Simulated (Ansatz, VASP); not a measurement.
**Two plane-wave programs on CaO**

The input INCAR:

```
PREC = Accurate
ENCUT = 520
EDIFF = 1E-6
ISMEAR = 0
SIGMA = 0.05
LREAL = False
LASPH = True
NELM = 80
ALGO = Normal
ISIF = 2
LWAVE = False
LCHARG = False
GGA = PE
NBANDS = 24
```

Contents of KPOINTS:

```
Automatic mesh
0
Gamma
  9 9 6
```

POSCAR

```
CaO
1.0
    4.1134403730      0.0000000000      0.0000000000
   -2.0567201865      3.5623438600      0.0000000000
    0.0000000000      0.0000000000      4.5568692452
Ca O
2 2
Direct
    0.3333333333      0.6666666667      0.7500000000
    0.6666666667      0.3333333333      0.2500000000
    0.3333333333      0.6666666667      0.2500000000
    0.6666666667      0.3333333333      0.7500000000
```

Input for Ansatz:

```yaml
crystal:
  lattice:
    - [4.113440373, 0.0, 0.0]
    - [-2.0567201865, 3.56234386, 0.0]
    - [0.0, 0.0, 4.5568692452]
  atoms:
    - { symbol: Ca, position: [0.3333333333, 0.6666666667, 0.75] }
    - { symbol: Ca, position: [0.6666666667, 0.3333333333, 0.25] }
    - { symbol: O, position: [0.3333333333, 0.6666666667, 0.25] }
    - { symbol: O, position: [0.6666666667, 0.3333333333, 0.75] }
basis:
  ecutwfc: 520.0
kpoints:
  mp_grid: { grid: [9, 9, 6] }
hamiltonian:
  xc: pbe
scf:
  occupations: { method: gaussian, width: 0.05 }
output:
  forces: true
  stress: true
  eigenvalues: true
```

Alike in both runs: task single point; functional PBE; k mesh 9 × 9 × 6; occupations gaussian, width 0.05 eV; no spin polarisation.

|  | VASP | Ansatz |
| --- | --- | --- |
| version | VASP 6.6.1 | Ansatz 0.2.0 |
| potentials or method | VASP PAW PBE potentials, release 64 (Ca_sv, O), cutoff 520 eV | scalar-relativistic, plane waves, PAW |
| valence electrons in the cell | 32 | 32 |

```tsv
	VASP	Ansatz	Ansatz less VASP
gap on the k mesh at the Fermi level (eV)	2.82	2.84	+0.020
least direct gap on the mesh (eV)	2.82	2.84	+0.020
pressure (GPa)	2.3	1.8	-0.49
traceless stress, the component that is largest in VASP (GPa)	8.25	7.89	-0.360
```
